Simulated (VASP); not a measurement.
# CoO (I4/mmm) in VASP: notebook, part 2 of 2

VASP 6.6.1.

**3. Single point, PBEsol+U, collinear spin, ferrimagnetic start**

Input file INCAR:

```
PREC = Accurate
ENCUT = 520
EDIFF = 1E-6
ISMEAR = 0
SIGMA = 0.05
LREAL = False
LASPH = True
NELM = 150
ALGO = Normal
ISIF = 2
LWAVE = False
LCHARG = False
ISPIN = 2
MAGMOM = 1.49 -0.18
LORBIT = 11
LMAXMIX = 4
LDAU = True
LDAUTYPE = 1
LDAUL = 2 -1
LDAUU = 4 0
LDAUJ = 0.5 0
LDAUPRINT = 1
GGA = PS
NBANDS = 18
```

Input file KPOINTS:

```
Automatic mesh
0
Gamma
  9 9 9
```

Input file POSCAR:

```
CoO
1.0
   -1.5080004400      1.5080004400      2.1072503600
    1.5080004400     -1.5080004400      2.1072503600
    1.5080004400      1.5080004400     -2.1072503600
Co O
1 1
Direct
    0.0000000000      0.0000000000      0.0000000000
    0.5000000000      0.5000000000      0.0000000000
```

Potentials or basis: VASP PAW PBE potentials, release 64 (Co, O).

On the command line:

```console
$ cat potpaw_PBE.64/Co/POTCAR potpaw_PBE.64/O/POTCAR > POTCAR
$ mpirun -np 1 vasp_std > vasp.out
```

Run time: 67 s. Hardware: 1 thread of Intel Xeon 8259CL, shared host; peak memory 0.17 GiB.

Results (log left out):

| Property | Result |
| --- | --- |
| Free energy | -12.3599 eV |
| Pressure | -8.8 GPa |
| Band gap on the k mesh | zero (filled and empty bands overlap) |
| Net moment | 3.00 μB per cell |
| Site moments | Co +2.75; O +0.24 μB |
| Valence electrons inside the program's atomic spheres | Co 7.82; O 4.98 |

Stress tensor (GPa, compression positive):
```
 -5.70   0.00   0.00
  0.00  -5.70   0.00
  0.00   0.00 -15.14
```

Levels at points of the mesh, in eV from the Fermi level:
Spin up:
| k point | band 7 | band 8 | band 9 | band 10 | band 11 | band 12 |
| --- | --- | --- | --- | --- | --- | --- |
| (0.00, 0.00, 0.00) | -2.80 | -2.65 | -2.65 | 1.25 | 16.92 | 17.10 |
Spin down:
```
           k point  band 2  band 3  band 4  band 5  band 6  band 7  band 8  band 9  band 10  band 11
(0.00, 0.00, 0.00)   -2.52   -2.29   -2.18   -2.18   -1.06   -1.06    0.97    1.79     1.91    16.83
```

Eigenvalues of the final occupation matrices:
```tsv
site	spin	trace	eigenvalues
site 1 d	1	4.93	0.96 0.97 0.97 1.01 1.02
site 1 d	2	2.22	0.12 0.16 0.49 0.49 0.96
```

Caveat: the PAW data sets were made with another functional, which shifts forces and pressure a little; a cell with one magnetic atom can't hold antiferromagnetic order, which such compounds often take. The state reached can hang on the start; a lower one may exist.

**4. Single point, PBEsol+U, collinear spin, ferromagnetic start**

Input file INCAR:

```
ALGO = Normal
EDIFF = 1E-6
ENCUT = 600
GGA = PS
GGA_COMPAT = F
ISIF = 2
ISMEAR = 0
ISPIN = 2
LASPH = T
LCHARG = F
LDAU = T
LDAUJ = 0.5 0
LDAUL = 2 -1
LDAUPRINT = 1
LDAUTYPE = 1
LDAUU = 4 0
LMAXMIX = 4
LORBIT = 11
LREAL = F
LWAVE = F
MAGMOM = 2.85 0.25
NBANDS = 22
NELM = 200
NUPDOWN = 3.0
PREC = Accurate
SIGMA = 0.05
```

Input file KPOINTS:

```
k-points
0
Gamma
  9 9 9
```

POSCAR is that of step 3.

Potentials or basis: VASP PAW PBE potentials, release 64 (Co_sv, O).

On the command line:

```console
$ cat potpaw_PBE.64/Co_sv/POTCAR potpaw_PBE.64/O/POTCAR > POTCAR
$ mpirun -np 1 vasp_std > vasp.out
```

Run time: 50 s. Hardware: 1 thread of AMD EPYC 9R14 (Zen 4), shared host; peak memory 0.16 GiB.

It converged, with:

* Free energy: -12.0616 eV
* Pressure: -8.9 GPa
* Net moment: 3.00 μB per cell
* Site moments: Co +2.69; O +0.24 μB
* Valence electrons inside the program's atomic spheres: Co 14.88; O 4.99

Stress tensor (GPa, compression positive):
```
 -5.97   0.00   0.00
  0.00  -5.97   0.00
  0.00   0.00 -14.67
```

Eigenvalues of the final occupation matrices:
```csv
site,spin,trace,eigenvalues
site 1 d,1,4.68,0.92 0.93 0.93 0.95 0.96
site 1 d,2,2.01,0.09 0.11 0.45 0.45 0.91
```

Caveat: the PAW data sets were made with another functional, which shifts forces and pressure a little; the total moment is fixed, so each spin has its own Fermi level; a cell with one magnetic atom can't hold antiferromagnetic order, which such compounds often take. The state reached can hang on the start; a lower one may exist.

**5. Single point, PBEsol+U, collinear spin, ferromagnetic start**

Input file INCAR:

```
PREC = Accurate ; ENCUT = 600
EDIFF = 1E-6 ; ISMEAR = 0
SIGMA = 0.05 ; LREAL = F
LASPH = T ; NELM = 200
ALGO = Normal ; ISIF = 2
LWAVE = F ; LCHARG = F
ISPIN = 2 ; MAGMOM = 2.96 0.39
LORBIT = 11 ; NUPDOWN = 3.3
LMAXMIX = 4 ; LDAU = T
LDAUTYPE = 1 ; LDAUL = 2 -1
LDAUU = 4 0 ; LDAUJ = 0.5 0
LDAUPRINT = 1 ; GGA = PS
NBANDS = 22 ; GGA_COMPAT = F
```

Input file KPOINTS:

```
Automatic mesh
0
Gamma
  9 9 9
```

POSCAR is that of step 4.

On the command line:

```console
$ cat potpaw_PBE.64/Co_sv/POTCAR potpaw_PBE.64/O/POTCAR > POTCAR
$ mpirun -np 1 vasp_std > vasp.out
```

It took 40 s on 1 thread of Intel Xeon Platinum 8375C at 2.90GHz (Ice Lake), shared host; peak memory 0.19 GiB.

It converged, with:

```
Free energy                                           : -11.5165 eV
Pressure                                              : -1.6 GPa
Net moment                                            : 3.30 μB per cell
Site moments                                          : Co +2.82; O +0.34 μB
Valence electrons inside the program's atomic spheres : Co 14.83; O 4.99
```

Stress tensor (GPa, compression positive):
```
 1.88  0.00  0.00
 0.00  1.88  0.00
 0.00  0.00 -8.55
```

Eigenvalues of the final occupation matrices:
| site | spin | trace | eigenvalues |
| --- | --- | --- | --- |
| site 1 d | 1 | 4.69 | 0.92 0.93 0.93 0.96 0.96 |
| site 1 d | 2 | 1.92 | 0.10 0.13 0.39 0.39 0.91 |

Caveat: the PAW data sets were made with another functional, which shifts forces and pressure a little; the total moment is fixed, so each spin has its own Fermi level; a cell with one magnetic atom can't hold antiferromagnetic order, which such compounds often take. The state reached can hang on the start; a lower one may exist.

**6. Single point, PBEsol+U, collinear spin, zero start**

Input file INCAR:

```
ALGO     = Normal         # electronic algorithm
EDIFF    = 1E-6           # SCF threshold, eV
ENCUT    = 600            # plane-wave cutoff, eV
GGA      = PS             # functional
GGA_COMPAT= False        
ISIF     = 2              # what is computed and relaxed
ISMEAR   = 0              # smearing method
ISPIN    = 2              # spin polarisation
LASPH    = True           # aspherical terms in the spheres
LCHARG   = False          # write CHGCAR
LDAU     = True           # DFT+U
LDAUJ    = 0.5 0        
LDAUL    = 2 -1           # shell
LDAUPRINT= 1            
LDAUTYPE = 1            
LDAUU    = 4 0            # U, eV
LMAXMIX  = 4              # l up to which the mixer works
LORBIT   = 11             # projections on sites
LREAL    = False          # projectors in reciprocal space
LWAVE    = False          # write WAVECAR
MAGMOM   = 0 0            # initial moments
NBANDS   = 22             # bands
NELM     = 200            # most SCF steps
NUPDOWN  = 0.0            # fixed moment
PREC     = Accurate       # precision mode
SIGMA    = 0.05           # smearing width, eV
```

Input file KPOINTS:

```
k-points
0
Gamma
  9 9 9
```

POSCAR is that of step 5.

Potentials or basis: VASP PAW PBE potentials, release 64 (Co_sv, O).

On the command line:

```console
$ cat potpaw_PBE.64/Co_sv/POTCAR potpaw_PBE.64/O/POTCAR > POTCAR
$ mpirun -np 1 vasp_std > vasp.out
```

It took 81 s on 1 thread of AMD EPYC 9R14 (Zen 4), shared host; peak memory 0.15 GiB.

Results (log left out):

- Free energy: -10.9019 eV
- Pressure: -29.2 GPa
- Net moment: 0.00 μB per cell
- Valence electrons inside the program's atomic spheres: Co 15.01; O 4.91

Stress tensor (GPa, compression positive):
```
-28.98   0.00   0.00
  0.00 -28.98   0.00
  0.00   0.00 -29.63
```

Eigenvalues of the final occupation matrices:
```csv
site,spin,trace,eigenvalues
site 1 d,1,3.43,0.34 0.37 0.91 0.91 0.91
site 1 d,2,3.43,0.34 0.37 0.91 0.91 0.91
```

Caveat: the PAW data sets were made with another functional, which shifts forces and pressure a little; the total moment is fixed, so each spin has its own Fermi level.

**7. Overview**

```csv
potentials or basis,spin,fixed moment (μB),cutoff (eV),second run,pressure (GPa),moment (μB)
"VASP PAW PBE potentials, release 64 (Co, O)","collinear, ferromagnetic start",3.0,520,-,-8.8,3.00
"VASP PAW PBE potentials, release 64 (Co, O)","collinear, ferrimagnetic start",-,520,-,-8.8,3.00
"VASP PAW PBE potentials, release 64 (Co_sv, O)","collinear, ferromagnetic start",3.0,600,valence_matched,-8.9,3.00
"VASP PAW PBE potentials, release 64 (Co_sv, O)","collinear, ferromagnetic start",3.3,600,valence_matched,-1.6,3.30
"VASP PAW PBE potentials, release 64 (Co_sv, O)","collinear, zero start",0.0,600,valence_matched,-29.2,0.00
```

Alike in all rows: task single point; level PBEsol+U; Co d U = 4.0 eV, J = 0.5 eV; cell as given; k mesh 9 × 9 × 9; smearing gaussian 0.05 eV.

Caveats: the PAW data sets were made with another functional, which shifts forces and pressure a little; the total moment is fixed, so each spin has its own Fermi level (some runs); a cell with one magnetic atom can't hold antiferromagnetic order, which such compounds often take (some runs).

Absolute energies hang on the potentials; compare differences alone.
